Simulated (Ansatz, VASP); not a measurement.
One calculation of Si7B, two programs

```xyz
8
Lattice="5.9456 0.0000 0.0000 0.0000 5.9456 0.0000 0.0000 0.0000 4.6220" Properties=species:S:1:pos:R:3 pbc="T T T"
Si    0.0000    0.0000    0.0000
Si    4.9672    2.2478    0.0000
Si    0.9784    3.6978    0.0000
Si    3.6978    4.9672    0.0000
Si    2.2478    0.9784    0.0000
Si    2.9728    2.9728    1.2063
Si    2.9728    2.9728    3.4158
B     0.0000    0.0000    2.3110
```

Alike in both runs: functional PBE; k mesh 3 × 3 × 3; occupations gaussian, width 0.2 eV; no spin polarisation.

Ansatz relaxed the structure, and its values are those at the end. VASP's run is a single point on that final structure, the one shown.

```csv
,VASP,Ansatz
version,VASP 6.6.1,Ansatz 0.2.0
potentials or method,"VASP PAW PBE potentials, release 64 (Si, B), cutoff 500 eV","scalar-relativistic, plane waves, PAW"
valence electrons in the cell,31,31
```

```csv
,VASP,Ansatz,Ansatz less VASP
gap on the k mesh at the Fermi level (eV),none,none,-
pressure (GPa),0.3,0.4,+0.07
rms of the force components (eV/Å),0.025,0.026,+0.0011
```

A gap of «none» marks a metal or a gap that the smearing closes.

The k mesh is coarse, so the values compare programs but aren't converged.
